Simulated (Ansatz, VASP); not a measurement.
**One calculation of HfSi3O8, two programs**

```
CELL_PARAMETERS angstrom
3.44435 0.00000 0.00000
0.00000 5.81499 0.00000
0.00000 0.00000 5.82233
ATOMIC_POSITIONS crystal
Hf 0.50000 0.00000 0.53043
Si 0.00000 0.74780 0.94312
Si 0.50000 0.50000 0.57264
Si 0.00000 0.25220 0.94312
O 0.50000 0.70908 0.38614
O 0.00000 0.00000 0.10407
O 0.00000 0.00000 0.70090
O 0.50000 0.73734 0.84414
O 0.50000 0.29092 0.38614
O 0.00000 0.50000 0.08337
O 0.00000 0.50000 0.66181
O 0.50000 0.26266 0.84414
```

Alike in both runs: task single point; functional r2SCAN; k mesh 8 × 4 × 4; no spin polarisation.

|  | VASP | Ansatz |
| --- | --- | --- |
| version | VASP 6.6.1 | Ansatz 0.2.0 |
| potentials or method | VASP PAW PBE potentials, release 64 (Hf_pv, Si, O) | plane waves, PAW |
| plane-wave cutoff (eV) | 520 | 500 |
| occupations | gaussian, width 0.01 eV | fixed |
| valence electrons in the cell | 70 | 86 |

|  | VASP | Ansatz | Ansatz less VASP |
| --- | --- | --- | --- |
| gap on the k mesh at the Fermi level (eV) | 4.64 | 4.67 | +0.032 |
| pressure (GPa) | -0.5 | 0.0 | +0.46 |
| rms of the force components (eV/Å) | 0.064 | 0.001 | -0.0633 |

VASP's potentials were made for PBE, not for r2SCAN. VASP's potentials hold 70 valence electrons a cell and Ansatz's 86, so a difference there can come from the potentials and not from the codes.

Spin-orbit coupling is off throughout.
